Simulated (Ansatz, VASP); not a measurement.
**One calculation of Cd, two programs**

```
Cd
1.0
     4.49824    0.00000    0.00000
     0.00000    4.49824    0.00000
     0.00000    0.00000    4.49824
Cd
4
Cartesian
  0.0001 0.0001 0.0001
  2.2490 4.4981 2.2492
  2.2492 2.2490 4.4981
  4.4981 2.2492 2.2490
```

Alike in both runs: functional PBE; k mesh 10 × 10 × 10; occupations gaussian, width 0.1 eV; no spin polarisation.

Ansatz relaxed the structure, and its values are those at the end. VASP's run is a single point on that final structure, the one shown.

|  | VASP | Ansatz |
| --- | --- | --- |
| version | VASP 6.6.1 | Ansatz 0.2.0 |
| potentials or method | VASP PAW PBE potentials, release 64 (Cd), cutoff 520 eV | scalar-relativistic, plane waves, PAW |
| valence electrons in the cell | 48 | 80 |

|  | VASP | Ansatz | Ansatz less VASP |
| --- | --- | --- | --- |
| gap on the k mesh at the Fermi level (eV) | none | none | - |
| pressure (GPa) | 0.2 | 0.0 | -0.25 |

A gap of «none» marks a metal or a gap that the smearing closes. The functional is the same, so the differences come from potentials, cutoffs and numerics. VASP's potentials hold 48 valence electrons a cell and Ansatz's 80, so a difference there can come from the potentials and not from the codes.
